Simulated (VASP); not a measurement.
Input of a VASP 6.6.1 run:

File INCAR:

```
PREC = Accurate
ENCUT = 600
EDIFF = 1E-7
ISMEAR = 0
SIGMA = 0.1
LREAL = False
LASPH = True
NELM = 100
ALGO = Normal
ISIF = 3
LWAVE = False
LCHARG = False
GGA = PE
IBRION = 2
NSW = 90
EDIFFG = -0.04
```

File KPOINTS:

```
regular mesh
0
Gamma
  6 6 2
```

The input POSCAR:

```
PdPt2Se3
1.0
    4.0043535500      0.0000000000      0.0000000000
   -2.0021767700      3.4678719000      0.0000000000
    0.0000000000      0.0000000000      9.7235544700
Pd Pt Se
1 2 3
Direct
    0.0000000000      0.0000000000      0.0000000000
    0.3333333300      0.6666666700      0.6735060200
    0.6666666700      0.3333333300      0.3264939800
    0.3333333300      0.6666666700      0.1539180000
    0.6666666700      0.3333333300      0.8460820000
    0.0000000000      0.0000000000      0.5000000000
```

Potentials or basis: VASP PAW PBE potentials, release 64 (Pd, Pt, Se).

Run with:

```bash
$ cat potpaw_PBE.64/Pd/POTCAR potpaw_PBE.64/Pt/POTCAR potpaw_PBE.64/Se/POTCAR > POTCAR
$ mpirun -np 1 vasp_std > vasp.out
```

Estimate the band gap on the k mesh.

zero (bands 24 and 25 overlap by 2.13 eV).

What does it give for the relaxed volume?

18.68 Å³/atom.

Predict the relaxed cell.

a = 3.768 Å, b = 3.768 Å, c = 9.113 Å, α = 90.00°, β = 90.00°, γ = 120.00°.

Predict the space group after relaxing (to 0.1 Å).

P-3m1 (No. 164).

Forces in eV/Å, atoms in the order of the input:
```
Pd   0.000  0.000  0.000
Pt   0.000  0.000 -0.008
Pt   0.000  0.000  0.008
Se   0.000  0.000  0.005
Se   0.000  0.000 -0.005
Se   0.000  0.000  0.000
```

Caveat: the volume moved by over 15 % at a fixed basis, so the end points are rough; spin-orbit coupling is left out, which moves the levels of the heavy elements.
